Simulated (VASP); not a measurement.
# TiSnTe3 (Pm-3m) in VASP: a series of runs

The runs below take TiSnTe3 through single point, relaxation of cell and atoms, with PBE.

Everything below comes from runs of VASP 6.6.1. Logs are shortened: lines on timing, memory, paths and dates and some standing lists are left out, and cuts for length are marked.

**1. The cell of the first run**

The structure is cubic, space group Pm-3m (No. 221). Conventional cell: a = 5.244 Å, b = 5.244 Å, c = 5.244 Å, α = 90.00°, β = 90.00°, γ = 90.00°. Ti (site symmetry m-3m) has 12 Te at 3.71 Å and 8 Sn at 4.54 Å within 4.9 Å. Within 3.5 Å of Sn (site symmetry m-3m) lie 6 Te at 2.62 Å. Within 3.5 Å of Te (site symmetry 4/mmm) lie 2 Sn at 2.62 Å.

**2. Single point, PBE**

INCAR reads:

```
SYSTEM = TiSnTe3
PREC = Accurate
ENCUT = 520
EDIFF = 1E-7
ISMEAR = 0
SIGMA = 0.1
LREAL = .FALSE.
LASPH = .TRUE.
NELM = 60
ALGO = Normal
ISIF = 2
LWAVE = .FALSE.
LCHARG = .FALSE.
GGA = PE
NBANDS = 30
```

KPOINTS reads:

```
Automatic mesh
0
G
  4 4 4
  0 0 0
```

POSCAR reads:

```
TiSnTe3
1.0
    5.2443586700      0.0000000000      0.0000000000
    0.0000000000      5.2443586700      0.0000000000
    0.0000000000      0.0000000000      5.2443586700
Ti Sn Te
1 1 3
Direct
    0.0000000000      0.0000000000      0.0000000000
    0.5000000000      0.5000000000      0.5000000000
    0.0000000000      0.5000000000      0.5000000000
    0.5000000000      0.5000000000      0.0000000000
    0.5000000000      0.0000000000      0.5000000000
```

Potentials or basis: VASP PAW PBE potentials, release 64 (Ti_sv, Sn_d, Te).

Launch:

```sh
$ cat potpaw_PBE.64/Ti_sv/POTCAR potpaw_PBE.64/Sn_d/POTCAR potpaw_PBE.64/Te/POTCAR > POTCAR
$ mpirun -np 1 vasp_std > vasp.out
```

OUTCAR:

```text
SYSTEM = TiSnTe3
   PREC = Accurate
   ENCUT = 520
   EDIFF = 1E-7
   ISMEAR = 0
   LREAL = .FALSE.
   LASPH = .TRUE.
   NELM = 60
   ISIF = 2
   GGA = PE

 ion  position               nearest neighbor table
   1  0.000  0.000  0.000-
   2  0.500  0.500  0.500-   3 2.62   4 2.62   5 2.62   4 2.62   5 2.62   3 2.62
   3  0.000  0.500  0.500-   2 2.62   2 2.62
   4  0.500  0.500  0.000-   2 2.62   2 2.62
   5  0.500  0.000  0.500-   2 2.62   2 2.62

  LATTYP: Found a simple cubic cell.
 ALAT       =     5.2443586700

  Lattice vectors:

 A1 = (   5.2443586700,   0.0000000000,   0.0000000000)
 A2 = (   0.0000000000,   5.2443586700,   0.0000000000)
 A3 = (   0.0000000000,   0.0000000000,   5.2443586700)

Analysis of symmetry for initial positions (statically):
=====================================================================
 Subroutine PRICEL returns:
 Original cell was already a primitive cell.

 Routine SETGRP: Setting up the symmetry group for a
 simple cubic supercell.

 Subroutine GETGRP returns: Found 48 space group operations
 (whereof 48 operations were pure point group operations)
 out of a pool of 48 trial point group operations.

The static configuration has the point symmetry O_h .

Analysis of symmetry for dynamics (positions and initial velocities):
=====================================================================
 Subroutine PRICEL returns:
 Original cell was already a primitive cell.

 Routine SETGRP: Setting up the symmetry group for a
 simple cubic supercell.

 Subroutine GETGRP returns: Found 48 space group operations
 (whereof 48 operations were pure point group operations)
 out of a pool of 48 trial point group operations.

The dynamic configuration has the point symmetry O_h .

 Subroutine INISYM returns: Found 48 space group operations
 (whereof 48 operations are pure point group operations),
 and found     1 'primitive' translations

----------------------------------------------------------------------------------------

                                     Primitive cell

  volume of cell :     144.2372

  direct lattice vectors                    reciprocal lattice vectors
     5.244358670  0.000000000  0.000000000     0.190681085  0.000000000  0.000000000
     0.000000000  5.244358670  0.000000000     0.000000000  0.190681085  0.000000000
     0.000000000  0.000000000  5.244358670     0.000000000  0.000000000  0.190681085

  length of vectors
     5.244358670  5.244358670  5.244358670     0.190681085  0.190681085  0.190681085

  position of ions in fractional coordinates (direct lattice)
     0.000000000  0.000000000  0.000000000
     0.500000000  0.500000000  0.500000000
     0.000000000  0.500000000  0.500000000
     0.500000000  0.500000000  0.000000000
     0.500000000  0.000000000  0.500000000

  ion indices of the primitive-cell ions
   primitive index   ion index
                 1           1
                 2           2
                 3           3
                 4           4
                 5           5

----------------------------------------------------------------------------------------

 KPOINTS: Automatic mesh

Automatic generation of k-mesh.
 Grid dimensions read from file:
 generate k-points for:    4    4    4

 Generating k-lattice:

  Cartesian coordinates                     Fractional coordinates (reciprocal lattice)
     0.047670271  0.000000000  0.000000000     0.250000000  0.000000000  0.000000000
     0.000000000  0.047670271  0.000000000     0.000000000  0.250000000  0.000000000
     0.000000000  0.000000000  0.047670271     0.000000000  0.000000000  0.250000000

  Length of vectors
     0.047670271  0.047670271  0.047670271

  Shift w.r.t. Gamma in fractional coordinates (k-lattice)
     0.000000000  0.000000000  0.000000000

 Subroutine IBZKPT returns following result:
 ===========================================

 Found     10 irreducible k-points:

 Following reciprocal coordinates:
            Coordinates               Weight
  0.000000  0.000000  0.000000      1.000000
  0.250000  0.000000  0.000000      6.000000
  0.500000  0.000000  0.000000      3.000000
  0.250000  0.250000  0.000000     12.000000
  0.500000  0.250000  0.000000     12.000000
  0.500000  0.500000  0.000000      3.000000
  0.250000  0.250000  0.250000      8.000000
  0.500000  0.250000  0.250000     12.000000
  0.500000  0.500000  0.250000      6.000000
  0.500000  0.500000  0.500000      1.000000
   k-points           NKPTS =     10   k-points in BZ     NKDIM =     10   number of bands    NBANDS=     30
   number of dos      NEDOS =    301   number of ions     NIONS =      5
   total plane-waves  NPLWV =  64000
   dimension x,y,z NGX =    40 NGY =   40 NGZ =   40
   dimension x,y,z NGXF=    80 NGYF=   80 NGZF=   80
   ions per type =               1   1   3
   NGX,Y,Z   is equivalent  to a cutoff of  12.68, 12.68, 12.68 a.u.
   NGXF,Y,Z  is equivalent  to a cutoff of  25.36, 25.36, 25.36 a.u.
 SYSTEM =  TiSnTe3
   PREC   = accura    normal or accurate (medium, high low for compatibility)
   ISTART =      0    job   : 0-new  1-cont  2-samecut
   ICHARG =      2    charge: 1-file 2-atom 10-const
   ISPIN  =      1    spin polarized calculation?
   LNONCOLLINEAR =      F non collinear calculations
   LSORBIT =      F    spin-orbit coupling
   LASPH  =      T    aspherical Exc in radial PAW
   ENCUT  =  520.0 eV  38.22 Ry    6.18 a.u.   9.75  9.75  9.75*2*pi/ulx,y,z
   NELM   =     60;   NELMIN=  2; NELMDL= -5     # of ELM steps
   EDIFF  = 0.1E-06   stopping-criterion for ELM
   LREAL  =      F    real-space projection
   EDIFFG = 0.1E-05   stopping-criterion for IOM
   NSW    =      0    number of steps for IOM
   IBRION =     -1    ionic relax: 0-MD 1-quasi-New 2-CG
   NFREE  =      0    steps in history (QN), initial steepest desc. (CG)
   ISIF   =      2    stress and relaxation
   ISYM   =      2    0-nonsym 1-usesym 2-fastsym
   POTIM  = 0.5000    time-step for ionic-motion
   TEBEG  =    0.0;   TEEND  =   0.0 temperature during run
   PSTRESS=    0.0 pullay stress
   NELECT =      44.0000    total number of electrons
   NUPDOWN=      -1.0000    fix difference up-down
   EMIN   =  10.00;   EMAX   =-10.00  energy-range for DOS
   EFERMI =   0.00;   METHOD = LEGACY
   ISMEAR =     0;   SIGMA  =   0.10  broadening in eV -4-tet -1-fermi 0-gaus
   EFERMI_NEDOS =   21; number of points for ismear=-14 and -15
   IALGO  =     38    algorithm
   IMIX   =      4    mixing-type and parameters
     AMIX     =   0.40;   BMIX     =  1.00
     AMIX_MAG =   1.60;   BMIX_MAG =  1.00
  volume/ion in A,a.u.               =      28.85       194.67
  Fermi-wavevector in a.u.,A,eV,Ry     =   1.102047  2.082566 16.524370  1.214507
  Thomas-Fermi vector in A             =   2.238483
   LORBIT       =      0    0 simple, 1 ext, 2 COOP (PROOUT), +10 PAW based schemes
   GGA     = PE    functional components
   LHFCALC =     F    Hartree Fock is set to
   AEXX    =    0.0000 exact exchange contribution
   IVDW    =     0    specifies the selected vdW correction
   LEPSILON=     F    determine dielectric tensor
   LRPA    =     F    only Hartree local field effects (RPA)
 non-spin polarized calculation
 Gauss-broadening in eV      SIGMA  =   0.10
  energy-cutoff  :      520.00
  volume of cell :      144.24
 maximum number of plane-waves:      3912
 NGX is ok and might be reduce to    40
   NGX = 19   NGY = 19   NGZ = 19

 number of electron      43.9999981 magnetization

 Free energy of the ion-electron system (eV)
  ---------------------------------------------------
  ext. energy  EPLUGINS =         0.00000000
  ---------------------------------------------------
  free energy    TOTEN  =       -16.16920417 eV

  energy without entropy =      -16.10240085  energy(sigma->0) =      -16.13580251

 E-fermi :   7.1006     XC(G=0):  -9.6402

 val. band max:        7.0839480035   @ k =   0.5000   0.0000   0.0000
 cond. band min:       7.1071352303   @ k =   0.5000   0.5000   0.0000
 fundamental gap:      0.0231872268
 Fermi energy:         7.1005515843

 k-point     1 :       0.0000    0.0000    0.0000
  band No.  band energies     occupation
      1     -51.0884      2.00000
      2     -27.3402      2.00000
      3     -27.3402      2.00000
      4     -27.3402      2.00000
      5     -15.4097      2.00000
      6     -15.4097      2.00000
[... 22 lines left out ...]
     29      11.1967      0.00000
     30      11.1967      0.00000

 k-point     2 :       0.2500    0.0000    0.0000
  band No.  band energies     occupation
      1     -51.0884      2.00000
      2     -27.3403      2.00000
      3     -27.3402      2.00000
      4     -27.3402      2.00000
      5     -15.4097      2.00000
      6     -15.4079      2.00000
[... 22 lines left out ...]
     29      11.2093      0.00000
     30      11.2573      0.00000

 k-point     3 :       0.5000    0.0000    0.0000
  band No.  band energies     occupation
      1     -51.0884      2.00000
      2     -27.3404      2.00000
      3     -27.3402      2.00000
      4     -27.3402      2.00000
      5     -15.4097      2.00000
      6     -15.4061      2.00000
[... 22 lines left out ...]
     29      10.4320      0.00000
     30      11.2239      0.00000

 k-point     4 :       0.2500    0.2500    0.0000
  band No.  band energies     occupation
      1     -51.0884      2.00000
      2     -27.3403      2.00000
      3     -27.3403      2.00000
      4     -27.3402      2.00000
      5     -15.4088      2.00000
      6     -15.4069      2.00000
[... 154 lines left out ...]
     29       9.2053      0.00000
     30      11.3900      0.00000

 k-point     9 :       0.5000    0.5000    0.2500
  band No.  band energies     occupation
      1     -51.0884      2.00000
      2     -27.3404      2.00000
      3     -27.3404      2.00000
      4     -27.3403      2.00000
      5     -15.4060      2.00000
      6     -15.4040      2.00000
[... 22 lines left out ...]
     29       9.1515      0.00000
     30       9.9276      0.00000

 k-point    10 :       0.5000    0.5000    0.5000
  band No.  band energies     occupation
      1     -51.0884      2.00000
      2     -27.3404      2.00000
      3     -27.3404      2.00000
      4     -27.3404      2.00000
      5     -15.4040      2.00000
      6     -15.4040      2.00000
[... 22 lines left out ...]
     29       8.8322      0.00000
     30       8.8322      0.00000

------------------------ aborting loop because EDIFF is reached ----------------------------------------

  FORCE on cell =-STRESS in cart. coord.  units (eV):
  Direction    XX          YY          ZZ          XY          YZ          ZX
  --------------------------------------------------------------------------------------
  -------------------------------------------------------------------------------------
  Total       10.9824646     10.9824646     10.9824646      0.0000000      0.0000000     -0.0000000
  in kB      121.9925289    121.9925289    121.9925289      0.0000000      0.0000000     -0.0000000
  external PRESSURE =     121.9925289 kB  Pullay stress =       0.0000000 kB

 VOLUME and BASIS-vectors are now :
 -----------------------------------------------------------------------------
  energy-cutoff  :      520.00
  volume of cell :      144.24
      direct lattice vectors                 reciprocal lattice vectors
     5.244358670  0.000000000  0.000000000     0.190681085  0.000000000  0.000000000
     0.000000000  5.244358670  0.000000000     0.000000000  0.190681085  0.000000000
     0.000000000  0.000000000  5.244358670     0.000000000  0.000000000  0.190681085

 POSITION                                       TOTAL-FORCE (eV/Angst)
 -----------------------------------------------------------------------------------
      0.00000      0.00000      0.00000         0.000000      0.000000      0.000000
      2.62218      2.62218      2.62218         0.000000      0.000000      0.000000
      0.00000      2.62218      2.62218         0.000000      0.000000      0.000000
      2.62218      2.62218      0.00000         0.000000      0.000000      0.000000
      2.62218      0.00000      2.62218         0.000000      0.000000      0.000000
 -----------------------------------------------------------------------------------
    total drift:                               -0.000000      0.000000     -0.000000

  FREE ENERGIE OF THE ION-ELECTRON SYSTEM (eV)
  ---------------------------------------------------
  free  energy   TOTEN  =       -16.1692041653 eV

  energy  without entropy=      -16.1024008524  energy(sigma->0) =      -16.13580251
```

Wall time 50 s (1 thread of Intel Xeon Platinum 8259CL at 2.50GHz (Skylake/Cascade Lake), shared host); peak memory 0.27 GiB.

What came out:

```
Free energy            : -16.1692 eV
Pressure               : 12.2 GPa
Band gap on the k mesh : zero (band 22 reaches 7.26 eV, above the bottom of band 23 at 6.95 eV)
```

Caveat: spin-orbit coupling is left out, which moves the levels of the heavy elements.

(Part 1 of 2 ends here.)
